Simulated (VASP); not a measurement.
## InP: single point with PBE

InP:

```
CELL_PARAMETERS angstrom
0.00000 2.64810 2.86975
2.64810 0.00000 2.86975
2.64810 2.64810 0.00000
ATOMIC_POSITIONS crystal
In 0.00000 0.00000 0.00000
P 0.50000 0.50000 0.50000
```

| Property | Result |
| --- | --- |
| Program | VASP 6.6.1 |
| Task | single point |
| Functional | PBE |
| Potentials or basis | VASP PAW PBE potentials, release 64 (In_d, P) |
| Cutoff | 520 eV |
| k mesh | 20 × 20 × 20 |
| Occupations | gaussian, width 0.15 eV |
| Spin | no spin polarisation |
| Dipole correction | no |
| Further INCAR settings | ALGO = Normal; EDIFF = 1e-07; NBANDS = 16 |

| Item | Value |
| --- | --- |
| Pressure | 5.6 GPa |
| Band gap on the k mesh | zero (bands 9 and 10 overlap by 2.63 eV) |

Stress tensor (GPa, compression positive):
```
 8.75  0.00  0.00
 0.00  8.75  0.00
 0.00  0.00 -0.77
```

Levels at points of the mesh, in eV from the Fermi level:
```csv
k point,band 6,band 7,band 8,band 9,band 10,band 11,band 12,band 13
"(0.00, 0.00, 0.00)",-12.43,-0.59,-0.59,0.09,1.01,6.74,7.27,7.33
"(0.50, 0.00, 0.00)",-10.22,-6.97,-0.11,0.37,2.20,3.39,3.73,5.75
"(0.50, 0.50, 0.00)",-9.49,-5.30,-2.30,-2.30,-1.80,3.97,10.12,10.63
"(0.50, 0.00, 0.50)",-8.63,-5.32,-3.13,-2.71,-2.17,3.63,8.97,10.71
```

Run time: 9.4 min on 1 thread of Intel Xeon 8259CL, with other jobs on the host, peak memory 0.5 GiB.

Caveat: the stress differs along the axes, from -1 to 9 GPa; spin-orbit coupling is left out, which moves the levels of the heavy elements.
